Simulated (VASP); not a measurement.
# Te2Mo in VASP: single point with r2SCAN

Aim: the single point of Te2Mo with r2SCAN.

Program: VASP 6.6.1. These are calculated values, not measurements. Logs are shortened: lines on timing, memory, paths and dates and some standing lists are left out, and cuts for length are marked.

**1. The cell of the first run**

The cell holds a slab with vacuum, 3 atoms: a = 3.561 Å, b = 3.561 Å, c = 17.524 Å, α = 90.00°, β = 90.00°, γ = 120.00°.

**2. Single point, r2SCAN (atom 3 (Mo) moved +0.090 Å along Cartesian [0 0 1])**

Contents of POSCAR:

```
Te2Mo
1.0
    3.5612561764      0.0000000000      0.0000000000
   -1.7806280882      3.0841383181      0.0000000000
    0.0000000000      0.0000000000     17.5238001931
Te Mo
2 1
Direct
    0.3333333333      0.6666666667      0.8979077081
    0.3333333333      0.6666666667      0.1020922919
    0.0000000000      0.0000000000      0.0051358723
```

Contents of INCAR.step1:

```
SYSTEM = Te2Mo
  PREC = Accurate
  ENCUT = 520
  ISMEAR = 0
  SIGMA = 0.05
  LREAL = .FALSE.
  LASPH = .TRUE.
  NELM = 100
  NBANDS = 20
  GGA = PE
  ALGO = Normal
  EDIFF = 1E-4
  LWAVE = .TRUE.
  LCHARG = .FALSE.
```

Contents of INCAR.step2:

```
SYSTEM = Te2Mo
  PREC = Accurate
  ENCUT = 520
  EDIFF = 1E-6
  ISMEAR = 0
  SIGMA = 0.05
  LREAL = .FALSE.
  LASPH = .TRUE.
  NELM = 100
  ALGO = Normal
  ISIF = 2
  LWAVE = .FALSE.
  LCHARG = .FALSE.
  METAGGA = R2SCAN
  LMIXTAU = .TRUE.
  NBANDS = 20
  ISTART = 1
```

Contents of KPOINTS:

```
Automatic mesh
0
G
  12 12 2
  0 0 0
```

Potentials or basis: VASP PAW PBE potentials, release 64 (Te, Mo_sv).

On the command line:

```
> cat potpaw_PBE.64/Te/POTCAR potpaw_PBE.64/Mo_sv/POTCAR > POTCAR
> cp INCAR.step1 INCAR
> mpirun -np 1 vasp_std > vasp.out
> cp INCAR.step2 INCAR
> mpirun -np 1 vasp_std > vasp.out
```

OUTCAR:

```text
SYSTEM = Te2Mo
   PREC = Accurate
   ENCUT = 520
   EDIFF = 1E-6
   ISMEAR = 0
   LREAL = .FALSE.
   LASPH = .TRUE.
   NELM = 100
   ISIF = 2
   METAGGA = R2SCAN
   ISTART = 1

 ion  position               nearest neighbor table
   1  0.333  0.667  0.898-   3 2.79   3 2.79   3 2.79   2 3.58
   2  0.333  0.667  0.102-   3 2.67   3 2.67   3 2.67   1 3.58
   3  0.000  0.000  0.005-   2 2.67   2 2.67   2 2.67   1 2.79   1 2.79   1 2.79

  LATTYP: Found a hexagonal cell.
 ALAT       =     3.5612561764
 C/A-ratio  =     4.9206794808

  Lattice vectors:

 A1 = (   3.5612561764,   0.0000000000,   0.0000000000)
 A2 = (  -1.7806280882,   3.0841383181,   0.0000000000)
 A3 = (   0.0000000000,   0.0000000000,  17.5238001931)

Analysis of symmetry for initial positions (statically):
=====================================================================
 Subroutine PRICEL returns:
 Original cell was already a primitive cell.

 Routine SETGRP: Setting up the symmetry group for a
 hexagonal supercell.

 Subroutine GETGRP returns: Found  6 space group operations
 (whereof  6 operations were pure point group operations)
 out of a pool of 24 trial point group operations.

The static configuration has the point symmetry C_3v.

Analysis of symmetry for dynamics (positions and initial velocities):
=====================================================================
 Subroutine PRICEL returns:
 Original cell was already a primitive cell.

 Routine SETGRP: Setting up the symmetry group for a
 hexagonal supercell.

 Subroutine GETGRP returns: Found  6 space group operations
 (whereof  6 operations were pure point group operations)
 out of a pool of 24 trial point group operations.

The dynamic configuration has the point symmetry C_3v.

 Subroutine INISYM returns: Found  6 space group operations
 (whereof  6 operations are pure point group operations),
 and found     1 'primitive' translations

----------------------------------------------------------------------------------------

                                     Primitive cell

  volume of cell :     192.4710

  direct lattice vectors                    reciprocal lattice vectors
     3.561256176  0.000000000  0.000000000     0.280799794  0.162119837  0.000000000
    -1.780628088  3.084138318  0.000000000     0.000000000  0.324239673  0.000000000
     0.000000000  0.000000000 17.523800193     0.000000000  0.000000000  0.057065248

  length of vectors
     3.561256176  3.561256176 17.523800193     0.324239673  0.324239673  0.057065248

  position of ions in fractional coordinates (direct lattice)
     0.333333333  0.666666667  0.897907708
     0.333333333  0.666666667  0.102092292
     0.000000000  0.000000000  0.005135872

  ion indices of the primitive-cell ions
   primitive index   ion index
                 1           1
                 2           2
                 3           3

----------------------------------------------------------------------------------------

 KPOINTS: Automatic mesh

Automatic generation of k-mesh.
 Grid dimensions read from file:
 generate k-points for:   12   12    2

 Generating k-lattice:

  Cartesian coordinates                     Fractional coordinates (reciprocal lattice)
     0.023399983  0.013509986  0.000000000     0.083333333  0.000000000  0.000000000
     0.000000000  0.027019973  0.000000000     0.000000000  0.083333333  0.000000000
     0.000000000  0.000000000  0.028532624     0.000000000  0.000000000  0.500000000

  Length of vectors
     0.027019973  0.027019973  0.028532624

  Shift w.r.t. Gamma in fractional coordinates (k-lattice)
     0.000000000  0.000000000  0.000000000

 Subroutine IBZKPT returns following result:
 ===========================================

 Found     38 irreducible k-points:

 Following reciprocal coordinates:
            Coordinates               Weight
  0.000000  0.000000  0.000000      1.000000
  0.083333 -0.000000  0.000000      6.000000
  0.166667  0.000000  0.000000      6.000000
  0.250000  0.000000  0.000000      6.000000
  0.333333  0.000000  0.000000      6.000000
  0.416667 -0.000000  0.000000      6.000000
[... 16 lines left out ...]
  0.250000  0.000000  0.500000      6.000000
  0.333333  0.000000  0.500000      6.000000
 [... further k-points ...]
   k-points           NKPTS =     38   k-points in BZ     NKDIM =     38   number of bands    NBANDS=     20
   number of dos      NEDOS =    301   number of ions     NIONS =      3
   total plane-waves  NPLWV = 109760
   dimension x,y,z NGX =    28 NGY =   28 NGZ =  140
   dimension x,y,z NGXF=    56 NGYF=   56 NGZF=  280
   ions per type =               2   1
   NGX,Y,Z   is equivalent  to a cutoff of  13.07, 13.07, 13.28 a.u.
   NGXF,Y,Z  is equivalent  to a cutoff of  26.14, 26.14, 26.56 a.u.
 SYSTEM =  Te2Mo
   PREC   = accura    normal or accurate (medium, high low for compatibility)
   ISTART =      1    job   : 0-new  1-cont  2-samecut
   ICHARG =      0    charge: 1-file 2-atom 10-const
   ISPIN  =      1    spin polarized calculation?
   LNONCOLLINEAR =      F non collinear calculations
   LSORBIT =      F    spin-orbit coupling
   LASPH  =      T    aspherical Exc in radial PAW
   ENCUT  =  520.0 eV  38.22 Ry    6.18 a.u.   6.62  6.62 32.58*2*pi/ulx,y,z
   NELM   =    100;   NELMIN=  2; NELMDL=  0     # of ELM steps
   EDIFF  = 0.1E-05   stopping-criterion for ELM
   LREAL  =      F    real-space projection
   EDIFFG = 0.1E-04   stopping-criterion for IOM
   NSW    =      0    number of steps for IOM
   IBRION =     -1    ionic relax: 0-MD 1-quasi-New 2-CG
   NFREE  =      0    steps in history (QN), initial steepest desc. (CG)
   ISIF   =      2    stress and relaxation
   ISYM   =      2    0-nonsym 1-usesym 2-fastsym
   POTIM  = 0.5000    time-step for ionic-motion
   TEBEG  =    0.0;   TEEND  =   0.0 temperature during run
   PSTRESS=    0.0 pullay stress
   NELECT =      26.0000    total number of electrons
   NUPDOWN=      -1.0000    fix difference up-down
   EMIN   =  10.00;   EMAX   =-10.00  energy-range for DOS
   EFERMI =   0.00;   METHOD = LEGACY
   ISMEAR =     0;   SIGMA  =   0.05  broadening in eV -4-tet -1-fermi 0-gaus
   EFERMI_NEDOS =   21; number of points for ismear=-14 and -15
   IALGO  =     38    algorithm
   IMIX   =      4    mixing-type and parameters
     AMIX     =   0.40;   BMIX     =  1.00
     AMIX_MAG =   1.60;   BMIX_MAG =  1.00
  volume/ion in A,a.u.               =      64.16       432.95
  Fermi-wavevector in a.u.,A,eV,Ry     =   0.839997  1.587363  9.600192  0.705594
  Thomas-Fermi vector in A             =   1.954306
   LORBIT       =      0    0 simple, 1 ext, 2 COOP (PROOUT), +10 PAW based schemes
   METAGGA = R2SCAN    functional components
   LHFCALC =     F    Hartree Fock is set to
   AEXX    =    0.0000 exact exchange contribution
   IVDW    =     0    specifies the selected vdW correction
   LEPSILON=     F    determine dielectric tensor
   LRPA    =     F    only Hartree local field effects (RPA)
 non-spin polarized calculation
 Gauss-broadening in eV      SIGMA  =   0.05
  energy-cutoff  :      520.00
  volume of cell :      192.47
 maximum number of plane-waves:      5262
 NGX is ok and might be reduce to    28
   NGX = 13   NGY = 13   NGZ = 65

 number of electron      25.9999996 magnetization

 Free energy of the ion-electron system (eV)
  ---------------------------------------------------
  ext. energy  EPLUGINS =         0.00000000
  ---------------------------------------------------
  free energy    TOTEN  =       -77.68183798 eV

  energy without entropy =      -77.68183798  energy(sigma->0) =      -77.68183798

 E-fermi :   0.3403     XC(G=0):  -4.7791

 val. band max:       -0.0622664674   @ k =   0.3333   0.3333   0.5000
 cond. band min:       1.0692401872   @ k =   0.3333   0.3333   0.0000
 fundamental gap:      1.1315066546
 Fermi energy:         0.3402645943

 k-point     1 :       0.0000    0.0000    0.0000
  band No.  band energies     occupation
      1     -62.6631      2.00000
      2     -36.0844      2.00000
      3     -35.9974      2.00000
      4     -35.9974      2.00000
      5     -13.1332      2.00000
      6     -12.0719      2.00000
[... 12 lines left out ...]
     19       5.2707      0.00000
     20       5.9528      0.00000

 k-point     2 :       0.0833   -0.0000    0.0000
  band No.  band energies     occupation
      1     -62.6625      2.00000
      2     -36.0825      2.00000
      3     -36.0059      2.00000
      4     -35.9993      2.00000
      5     -13.0348      2.00000
      6     -12.0049      2.00000
[... 12 lines left out ...]
     19       5.3860      0.00000
     20       6.1201      0.00000

 k-point     3 :       0.1667    0.0000    0.0000
  band No.  band energies     occupation
      1     -62.6608      2.00000
      2     -36.0773      2.00000
      3     -36.0291      2.00000
      4     -36.0047      2.00000
      5     -12.7496      2.00000
      6     -11.8107      2.00000
[... 12 lines left out ...]
     19       5.7178      0.00000
     20       6.4246      0.00000

 k-point     4 :       0.2500    0.0000    0.0000
  band No.  band energies     occupation
      1     -62.6584      2.00000
      2     -36.0707      2.00000
      3     -36.0600      2.00000
      4     -36.0121      2.00000
      5     -12.3106      2.00000
      6     -11.5135      2.00000
[... 12 lines left out ...]
     19       6.2241      0.00000
     20       6.7998      0.00000

 k-point     5 :       0.3333    0.0000    0.0000
  band No.  band energies     occupation
      1     -62.6560      2.00000
      2     -36.0924      2.00000
      3     -36.0625      2.00000
      4     -36.0194      2.00000
      5     -11.7883      2.00000
      6     -11.1651      2.00000
[... 12 lines left out ...]
     19       6.3061      0.00000
     20       6.6200      0.00000
[... 353 lines left out ...]
      6     -12.0049      2.00000
[... 12 lines left out ...]
     19       5.1264      0.00000
     20       6.5296      0.00000

 k-point    22 :       0.1667    0.0000    0.5000
  band No.  band energies     occupation
      1     -62.6608      2.00000
      2     -36.0773      2.00000
      3     -36.0291      2.00000
      4     -36.0047      2.00000
      5     -12.7496      2.00000
      6     -11.8107      2.00000
[... 12 lines left out ...]
     19       5.4441      0.00000
     20       6.8472      0.00000

 k-point    23 :       0.2500    0.0000    0.5000
  band No.  band energies     occupation
      1     -62.6584      2.00000
      2     -36.0707      2.00000
      3     -36.0600      2.00000
      4     -36.0121      2.00000
      5     -12.3106      2.00000
      6     -11.5135      2.00000
[... 12 lines left out ...]
     19       5.9333      0.00000
     20       7.2169      0.00000

 k-point    24 :       0.3333    0.0000    0.5000
  band No.  band energies     occupation
      1     -62.6560      2.00000
      2     -36.0924      2.00000
      3     -36.0625      2.00000
      4     -36.0194      2.00000
      5     -11.7883      2.00000
      6     -11.1651      2.00000
[... 12 lines left out ...]
     19       6.3768      0.00000
     20       6.5082      0.00000

 [... further k-points ...]

------------------------ aborting loop because EDIFF is reached ----------------------------------------

  FORCE on cell =-STRESS in cart. coord.  units (eV):
  Direction    XX          YY          ZZ          XY          YZ          ZX
  --------------------------------------------------------------------------------------
  -------------------------------------------------------------------------------------
  Total        0.2518898      0.2518898      0.3310076     -0.0000000      0.0000000     -0.0000000
  in kB        2.0967946      2.0967946      2.7553903     -0.0000000      0.0000000     -0.0000000
  external PRESSURE =       2.3163265 kB  Pullay stress =       0.0000000 kB

 VOLUME and BASIS-vectors are now :
 -----------------------------------------------------------------------------
  energy-cutoff  :      520.00
  volume of cell :      192.47
      direct lattice vectors                 reciprocal lattice vectors
     3.561256176  0.000000000  0.000000000     0.280799794  0.162119837  0.000000000
    -1.780628088  3.084138318  0.000000000     0.000000000  0.324239673  0.000000000
     0.000000000  0.000000000 17.523800193     0.000000000  0.000000000  0.057065248

 POSITION                                       TOTAL-FORCE (eV/Angst)
 -----------------------------------------------------------------------------------
     -0.00000      2.05609     15.73476        -0.000000      0.000000      0.846265
     -0.00000      2.05609      1.78904        -0.000000      0.000000      1.137844
      0.00000      0.00000      0.09000         0.000000     -0.000000     -1.984109
 -----------------------------------------------------------------------------------
    total drift:                               -0.000000      0.000000     -0.000326

  FREE ENERGIE OF THE ION-ELECTRON SYSTEM (eV)
  ---------------------------------------------------
  free  energy   TOTEN  =       -77.6818379821 eV

  energy  without entropy=      -77.6818379821  energy(sigma->0) =      -77.68183798
```

Wall time 19 min (1 thread of Intel Xeon 8259CL, shared host); peak memory 0.46 GiB.

Results:

* Free energy: -77.6818 eV
* Largest force: 1.984 eV/Å
* Band gap on the k mesh: 1.13 eV

Forces on the atoms (eV/Å):
```
Te   0.000  0.000  0.846
Te   0.000  0.000  1.138
Mo   0.000  0.000 -1.984
```

Caveat: the cell differs from its parent crystal (atom 3 (Mo) moved +0.090 Å along Cartesian [0 0 1]); the PAW data sets were made with another functional, which shifts forces and pressure a little; spin-orbit coupling is left out, which moves the levels of the heavy elements.
